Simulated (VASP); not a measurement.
A run of VASP 6.6.1 is set up as follows.

The input INCAR:

```
SYSTEM = B2AsH2
  ALGO = Normal
  EDIFF = 1E-6
  ENCUT = 520
  GGA = PE
  ISIF = 2
  ISMEAR = 0
  LASPH = .TRUE.
  LCHARG = .FALSE.
  LREAL = .FALSE.
  LWAVE = .FALSE.
  NBANDS = 14
  NELM = 100
  PREC = Accurate
  SIGMA = 0.1
```

File KPOINTS:

```
k-points
0
G
  6 6 4
  0 0 0
```

The input POSCAR:

```
B2AsH2
1.0
    3.2595794900      0.0000000000      0.0000000000
   -1.6297897500      2.8228786400      0.0000000000
    0.0000000000      0.0000000000      5.9425738800
B H As
2 2 1
Direct
    0.3333333300      0.6666666700      0.5000000000
    0.6666666700      0.3333333300      0.5000000000
    0.0000000000      0.0000000000      0.2232397200
    0.0000000000      0.0000000000      0.7767602800
    0.0000000000      0.0000000000      0.0000000000
```

Potentials or basis: VASP PAW PBE potentials, release 64 (B, H, As).

The run is started by

```sh
$ cat potpaw_PBE.64/B/POTCAR potpaw_PBE.64/H/POTCAR potpaw_PBE.64/As/POTCAR > POTCAR
$ mpirun -np 1 vasp_std > vasp.out
```

Q: Estimate the pressure.

A: 0.8 GPa.

Q: Predict the largest force.

A: 5.479 eV/Å.

Stress tensor (GPa, compression positive):
```
-22.55   0.00   0.00
  0.00 -22.55   0.00
  0.00   0.00  47.56
```

Caveat: the k points lie up to 0.37 Å⁻¹ apart; forces of over 1 eV/Å act on the atoms, so gaps and moduli don't describe the material at rest.
